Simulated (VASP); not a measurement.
A run of VASP 6.6.1 is set up as follows.

File INCAR:

```
ALGO = Normal
EDIFF = 1E-7
EDIFFG = -0.008
ENCUT = 600
GGA = PE
IBRION = 2
ISIF = 3
ISMEAR = 0
IVDW = 12
LASPH = T
LCHARG = F
LREAL = F
LWAVE = F
NELM = 60
NSW = 70
PREC = Accurate
PSTRESS = 80.0
SIGMA = 0.02
```

KPOINTS

```
k-points
0
Gamma
  8 8 6
```

File POSCAR:

```
PbO
1.0
    3.9062361246      0.0000000000      0.0000000000
    0.0000000000      3.9062361246      0.0000000000
    0.0000000000      0.0000000000      4.4562509485
Pb O
2 2
Direct
    0.0000000000      0.5000000000      0.2573011728
    0.5000000000      0.0000000000      0.7426988272
    0.0000000000      0.0000000000      0.0000000000
    0.5000000000      0.5000000000      0.0000000000
```

Potentials or basis: VASP PAW PBE potentials, release 64 (Pb_d, O).

The run is started by

```sh
$ cat potpaw_PBE.64/Pb_d/POTCAR potpaw_PBE.64/O/POTCAR > POTCAR
$ mpirun -np 1 vasp_std > vasp.out
```

Question: Estimate the relaxed volume.

Answer: 16.76 Å³/atom.

Question: Estimate the dispersion energy per atom.

Answer: -0.284 eV.

Question: Predict the space group after relaxing (to 0.1 Å).

Answer: P4/nmm (No. 129).

Question: Predict the relaxed cell.

Answer: a = 4.005 Å, b = 4.005 Å, c = 4.179 Å, α = 90.00°, β = 90.00°, γ = 90.00°.

Final structure:
```xyz
4
Lattice="4.0051 0.0000 0.0000 0.0000 4.0051 0.0000 0.0000 0.0000 4.1788" Properties=species:S:1:pos:R:3 pbc="T T T"
Pb    0.0000    2.0026    1.1593
Pb    2.0026    4.0051    3.0195
O     0.0000    0.0000    4.1788
O     2.0026    2.0026    4.1788
```

Caveat: the cell is relaxed towards a set pressure, so the run minimises the enthalpy, not the energy.
